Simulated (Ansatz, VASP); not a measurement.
# MgO in VASP and in Ansatz

```
Mg O
1.0
     3.28777    0.00000    0.00000
    -1.64388    2.84729    0.00000
     0.00000    0.00000    5.07904
Mg O
2 2
Direct
  0.33929 0.67859 0.00632
  0.67263 0.34526 0.50632
  0.32428 0.64856 0.39828
  0.65761 0.31522 0.89828
```

Change from the starting cell: mode 11 frozen in at -0.052 Å, equal normal strain along x, y and z -0.0083.

Alike in both runs: task single point; functional PBE; k mesh 9 × 9 × 6; occupations gaussian, width 0.05 eV; no spin polarisation.

```csv
,VASP,Ansatz
version,VASP 6.6.1,Ansatz 0.2.0
potentials or method,"VASP PAW PBE potentials, release 64 (Mg, O), cutoff 520 eV","scalar-relativistic, plane waves, PAW"
valence electrons in the cell,16,32
```

```tsv
	VASP	Ansatz	Ansatz less VASP
gap on the k mesh at the Fermi level (eV)	3.51	3.53	+0.020
least direct gap on the mesh (eV)	3.51	3.53	+0.020
pressure (GPa)	3.2	3.6	+0.42
traceless stress, the component that is largest in VASP (GPa)	-2.43	-2.40	+0.032
rms of the force components (eV/Å)	0.497	0.491	-0.0059
```

Atom by atom the forces differ by 0.006 eV/Å (rms over components). With one functional, cell and mesh, what is left measures potentials, basis and numerics. VASP's potentials hold 16 valence electrons a cell and Ansatz's 32, so a difference there can come from the potentials and not from the codes.
